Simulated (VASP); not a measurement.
Wanted: the native input for a VASP 6.6.1 run.

```
Task                   : single point
Functional             : BLYP
Potentials or basis    : VASP PAW PBE potentials, release 64 (W_sv)
Cutoff                 : 520 eV
k mesh                 : 15 × 15 × 15
Occupations            : fermi-dirac, width 0.1 eV
Spin                   : no spin polarisation
Dipole correction      : no
Further INCAR settings : ALGO = Normal; EDIFF = 1e-07; NBANDS = 13
```

The structure of W lies in POSCAR:

```
W
1.0
    0.0000000000      2.0948690748      2.0948690748
    2.0948690748      0.0000000000      2.0948690748
    2.0948690748      2.0948690748      0.0000000000
W
1
Direct
    0.0000000000      0.0000000000      0.0000000000
```

This cell differs from its parent crystal: volume scaled by 1.08.

The input as run:

INCAR

```
PREC     = Accurate       # precision mode
ENCUT    = 520            # plane-wave cutoff, eV
EDIFF    = 1E-7           # SCF threshold, eV
ISMEAR   = -1             # smearing method
SIGMA    = 0.1            # smearing width, eV
LREAL    = False          # projectors in reciprocal space
LASPH    = True           # aspherical terms in the spheres
NELM     = 80             # most SCF steps
ALGO     = Normal         # electronic algorithm
ISIF     = 2              # what is computed and relaxed
LWAVE    = False          # write WAVECAR
LCHARG   = False          # write CHGCAR
GGA      = B5             # functional
ALDAX    = 1.0          
AGGAX    = 1.0          
AGGAC    = 1.0          
ALDAC    = 0.0          
NBANDS   = 13             # bands
```

KPOINTS

```
regular mesh
0
Gamma
  15 15 15
```

Potentials or basis: VASP PAW PBE potentials, release 64 (W_sv).

Run with:

```bash
$ cat potpaw_PBE.64/W_sv/POTCAR > POTCAR
$ mpirun -np 1 vasp_std > vasp.out
```

Results of the run:

- Pressure: -15.9 GPa
- Band gap on the k mesh: zero (band 7 reaches 12.08 eV, above the bottom of band 8 at 9.04 eV)

Caveat: the PAW data sets were made with another functional, which shifts forces and pressure a little; spin-orbit coupling is left out, which moves the levels of the heavy elements.

Wall time 24 s on 1 thread of Intel Xeon 6975P-C, with other jobs on the host, peak memory 0.16 GiB.
